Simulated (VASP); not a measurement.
Wanted: the native input for a VASP 6.6.1 run.

| Quantity | Value |
| --- | --- |
| Task | single point |
| Functional | PBE |
| Potentials or basis | VASP PAW PBE potentials, release 64 (Cr_pv) |
| Cutoff | 520 eV |
| k mesh | 20 × 20 × 20 |
| Occupations | gaussian, width 0.1 eV |
| Spin | no spin polarisation |
| Dipole correction | no |
| Further INCAR settings | ALGO = Normal; EDIFF = 1e-06; NBANDS = 12 |

The structure of Cr lies in POSCAR:

```
Cr
1.0
   -1.4238674166      1.4238674166      1.4238674166
    1.4238674166     -1.4238674166      1.4238674166
    1.4238674166      1.4238674166     -1.4238674166
Cr
1
Direct
    0.0000000000      0.0000000000      0.0000000000
```

These files were run (other wordings do the same):

INCAR

```
SYSTEM = Cr
ALGO = Normal
EDIFF = 1E-6
ENCUT = 520
GGA = PE
ISIF = 2
ISMEAR = 0
LASPH = .TRUE.
LCHARG = .FALSE.
LREAL = .FALSE.
LWAVE = .FALSE.
NBANDS = 12
NELM = 80
PREC = Accurate
SIGMA = 0.1
```

KPOINTS

```
k-points
0
G
  20 20 20
  0 0 0
```

Potentials or basis: VASP PAW PBE potentials, release 64 (Cr_pv).

The run is started by

```sh
$ cat potpaw_PBE.64/Cr_pv/POTCAR > POTCAR
$ mpirun -np 1 vasp_std > vasp.out
```

Results of the run:

```
Pressure               : -1.1 GPa
Band gap on the k mesh : zero (bands 6 and 7 overlap by 3.36 eV)
```

Caveat: an empty level that is flat over the whole mesh can mark a ghost state of the potentials, or a narrow d or f band; the run has no spin polarisation, though such a crystal can be magnetic.

Run time: 13 s on 1 thread of AMD EPYC 9R45 96-Core Processor (Zen 5), with other jobs on the host, peak memory 0.11 GiB.
